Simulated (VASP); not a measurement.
Input of a VASP 6.6.1 run:

INCAR

```
SYSTEM = Al
  ALGO = Normal
  EDIFF = 1E-6
  ENCUT = 500
  GGA = PS
  GGA_COMPAT = .FALSE.
  ISIF = 2
  ISMEAR = -1
  LASPH = .TRUE.
  LCHARG = .TRUE.
  LELF = .TRUE.
  LREAL = .FALSE.
  LVHAR = .TRUE.
  LWAVE = .FALSE.
  NBANDS = 8
  NELM = 120
  PREC = Accurate
  SIGMA = 0.05
```

Contents of KPOINTS:

```
k-points
0
G
  9 9 9
  0 0 0
```

The input POSCAR:

```
Al
1.0
    0.0000000000      2.0104908863      2.0104908863
    2.0104908863      0.0000000000      2.0104908863
    2.0104908863      2.0104908863      0.0000000000
Al
1
Direct
    0.0000000000      0.0000000000      0.0000000000
```

Potentials or basis: VASP PAW PBE potentials, release 64 (Al).

Command:

```sh
$ cat potpaw_PBE.64/Al/POTCAR > POTCAR
$ mpirun -np 1 vasp_std > vasp.out
```

Question: Predict the pressure.

Answer: 0.1 GPa.

Question: What does it give for the band gap on the k mesh?

Answer: Zero (an odd number of electrons rules out a gap without spin polarisation).

Caveat: the PAW data sets were made with another functional, which shifts forces and pressure a little.
